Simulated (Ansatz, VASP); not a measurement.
**MnS in VASP and in Ansatz**

```
Mn S
1.0
     0.00000    2.70433    2.70433
     2.70433    0.00000    2.70433
     2.70433    2.70433    0.00000
Mn S
1 1
Direct
  0.00000 0.00000 0.00000
  0.25000 0.25000 0.25000
```

Alike in both runs: task single point; functional PBEsol; k mesh 14 × 14 × 14; occupations gaussian, width 0.1 eV; collinear spin.

|  | VASP | Ansatz |
| --- | --- | --- |
| version | VASP 6.6.1 | Ansatz 0.2.0 |
| potentials or method | VASP PAW PBE potentials, release 64 (Mn_pv, S), cutoff 520 eV | scalar-relativistic, plane waves, PAW |
| valence electrons in the cell | 19 | 21 |

|  | VASP | Ansatz | Ansatz less VASP |
| --- | --- | --- | --- |
| gap on the k mesh at the Fermi level (eV) | none | none | - |
| pressure (GPa) | 0.9 | 0.7 | -0.22 |
| net moment per atom (μB) | 2.23 | 2.22 | -0.002 |
| size of the moment on the site where the two differ most (μB) | 3.99 | 3.77 | -0.220 |

VASP's potentials were made for PBE, not for PBEsol. Site moments also hang on the region over which each program counts them. A gap of «none» marks a metal or a gap that the smearing closes. The functional is the same, so the differences come from potentials, cutoffs and numerics. VASP's potentials hold 19 valence electrons a cell and Ansatz's 21, so a difference there can come from the potentials and not from the codes.
